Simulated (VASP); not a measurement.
Crystal: IrS.

```
CELL_PARAMETERS angstrom
0.00000 2.46052 2.46052
2.46052 0.00000 2.46052
2.46052 2.46052 0.00000
ATOMIC_POSITIONS crystal
Ir 0.50000 0.50000 0.50000
S 0.00000 0.00000 0.00000
```

Base run:

* Program: VASP 6.6.1
* Functional: r2SCAN
* Potentials or basis: VASP PAW PBE potentials, release 64 (Ir, S)
* Cutoff: 520 eV
* k mesh: 12 × 12 × 12
* Occupations: gaussian, width 0.05 eV
* Spin: no spin polarisation
* Hubbard terms: Ir d U = 4.0 eV

Its results: band gap on the k mesh zero (an odd number of electrons rules out a gap without spin polarisation); pressure -0.2 GPa.

Problem. The run is repeated on the same cell with these changes: hubbard terms from Ir d U = 4.0 eV to none. What comes out?

Solution. Band gap on the k mesh zero (an odd number of electrons rules out a gap without spin polarisation); pressure 1.2 GPa.

Caveats: the PAW data sets were made with another functional, which shifts forces and pressure a little; spin-orbit coupling is left out, which moves the levels of the heavy elements; U without spin polarisation on a metal has little footing (at least some runs).
